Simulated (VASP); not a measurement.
Input of a VASP 6.6.1 run:

Contents of POSCAR:

```
ZnS
1.0
    3.8809177461      0.0000000000      0.0000000000
   -1.9404588731      3.3609733581      0.0000000000
    0.0000000000      0.0000000000      6.3689095466
Zn S
2 2
Direct
    0.3333333333      0.6666666667      0.0053936192
    0.6666666667      0.3333333333      0.5053936192
    0.3333333333      0.6666666667      0.3796063808
    0.6666666667      0.3333333333      0.8796063808
```

The input INCAR.step1:

```
  PREC = Accurate
  ENCUT = 600
  ISMEAR = 0
  SIGMA = 0.02
  LREAL = F
  LASPH = T
  NELM = 100
  GGA = PE
  ALGO = Normal
  EDIFF = 1E-4
  LWAVE = T
  LCHARG = F
```

INCAR.step2

```
  PREC = Accurate
  ENCUT = 600
  EDIFF = 1E-7
  ISMEAR = 0
  SIGMA = 0.02
  LREAL = F
  LASPH = T
  NELM = 100
  ALGO = Normal
  ISIF = 4
  LWAVE = F
  LCHARG = F
  METAGGA = R2SCAN
  LMIXTAU = T
  IBRION = 2
  NSW = 50
  EDIFFG = -0.01
  ISTART = 1
```

File KPOINTS:

```
regular mesh
0
Gamma
  9 9 4
```

Potentials or basis: VASP PAW PBE potentials, release 64 (Zn, S).

Command:

```console
$ cat potpaw_PBE.64/Zn/POTCAR potpaw_PBE.64/S/POTCAR > POTCAR
$ cp INCAR.step1 INCAR
$ mpirun -np 1 vasp_std > vasp.out
$ cp INCAR.step2 INCAR
$ mpirun -np 1 vasp_std > vasp.out
```

Problem. What does it give for the band gap on the k mesh?

Solution. 2.52 eV.

Final structure:
```
Zn S
1.0
     3.88439    0.00000    0.00000
    -1.94219    3.36398    0.00000
     0.00000    0.00000    6.35754
Zn S
2 2
Direct
  0.33333 0.66667 0.00502
  0.66667 0.33333 0.50502
  0.33333 0.66667 0.37998
  0.66667 0.33333 0.87998
```
